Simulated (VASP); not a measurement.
# BaNa2MnP2O8: single point with r2SCAN

Crystal: BaNa2MnP2O8.

```
Na Ba Mn P O
1.0
     5.45383    0.00000    0.00000
    -2.72691    4.72315    0.00000
     0.00000    0.00000    7.13508
Na Ba Mn P O
2 1 1 2 8
Direct
  0.33333 0.66667 0.18839
  0.66667 0.33333 0.81161
  0.00000 0.00000 0.50000
  0.00000 0.00000 0.00000
  0.33333 0.66667 0.73454
  0.66667 0.33333 0.26546
  0.33333 0.66667 0.52032
  0.66667 0.33333 0.47968
  0.82032 0.64064 0.18885
  0.82032 0.17968 0.18885
  0.35936 0.17968 0.18885
  0.17968 0.35936 0.81115
  0.17968 0.82032 0.81115
  0.64064 0.82032 0.81115
```

```json
{"Program": "VASP 6.6.1", "Task": "single point", "Functional": "r2SCAN", "Potentials or basis": "VASP PAW PBE potentials, release 64 (Na_pv, Ba_sv, Mn_pv, P, O)", "Cutoff": "660 eV", "k mesh": "4 × 4 × 4", "Occupations": "gaussian, width 0.05 eV", "Spin": "collinear spin, ferromagnetic start", "Starting moments": "[0.0, 0.0, 0.0, 5.0, 0.0, 0.0, 0.0, 0.0, 0.0, 0.0, 0.0, 0.0, 0.0, 0.0] μB"}
```

```
Pressure                                              : -3.0 GPa
Largest force                                         : 0.163 eV/Å
Band gap on the k mesh                                : 3.58 eV (least direct gap 3.64 eV)
Net moment                                            : 5.00 μB per cell
Site moments                                          : Na -0.00; Ba -0.00; Mn +4.58; P +0.02; O +0.01, +0.03 (each value once) μB
Valence electrons inside the program's atomic spheres : Na 6.00; Ba 7.87; Mn 11.25; P 2.40; O 5.16, 5.18 (each value once)
```

Forces in eV/Å, atoms in the order of the input:
```
Na   0.000  0.000  0.019
Na   0.000  0.000 -0.019
Ba   0.000  0.000  0.000
Mn   0.000  0.000  0.000
P    0.000  0.000  0.060
P    0.000  0.000 -0.060
O    0.000  0.000  0.106
O    0.000  0.000 -0.106
O    0.000 -0.161  0.022
O   -0.140  0.081  0.022
O    0.140  0.081  0.022
O    0.000  0.161 -0.022
O    0.140 -0.081 -0.022
O   -0.140 -0.081 -0.022
```

Stress tensor (GPa, compression positive):
```
-3.11  0.00  0.00
 0.00 -3.11  0.00
 0.00  0.00 -2.88
```

Levels at points of the mesh, in eV from the valence-band top:
Spin up:
| k point | band 48 | band 49 | band 50 | band 51 | band 52 | band 53 |
| --- | --- | --- | --- | --- | --- | --- |
| (0.00, 0.00, 0.00) | -1.39 | -0.07 | -0.07 | 3.76 | 5.82 | 6.56 |
| (0.50, 0.00, 0.00) | -0.94 | -0.37 | 0.00 | 5.76 | 5.97 | 6.25 |
| (0.00, 0.00, 0.50) | -1.37 | -0.01 | -0.01 | 4.85 | 5.18 | 6.16 |
| (0.50, 0.00, 0.50) | -0.86 | -0.35 | -0.04 | 5.70 | 5.76 | 6.41 |
Spin down:
```csv
k point,band 41,band 42,band 43,band 44,band 45,band 46,band 47,band 48,band 49,band 50
"(0.00, 0.00, 0.00)",-1.85,-1.77,-1.77,-1.76,-1.58,3.58,4.14,4.14,4.22,5.38
"(0.50, 0.00, 0.00)",-2.43,-2.13,-1.95,-1.67,-1.57,4.08,4.27,4.36,5.01,5.39
"(0.00, 0.00, 0.50)",-2.17,-1.75,-1.58,-1.57,-1.57,3.98,4.13,4.13,5.20,5.20
"(0.50, 0.00, 0.50)",-2.19,-2.03,-1.97,-1.79,-1.75,4.11,4.29,4.41,5.02,5.41
```

Run time: 8.2 min on 4 MPI ranks on Intel(R) Xeon(R) Platinum 8488C (Sapphire Rapids), with other jobs on the host, peak memory 0.77 GiB a rank.

Caveat: the cell stands under tension; the PAW data sets were made with another functional, which shifts forces and pressure a little; spin-orbit coupling is left out, which moves the levels of the heavy elements; a cell with one magnetic atom can't hold antiferromagnetic order, which such compounds often take. A k mesh can miss the band edges.
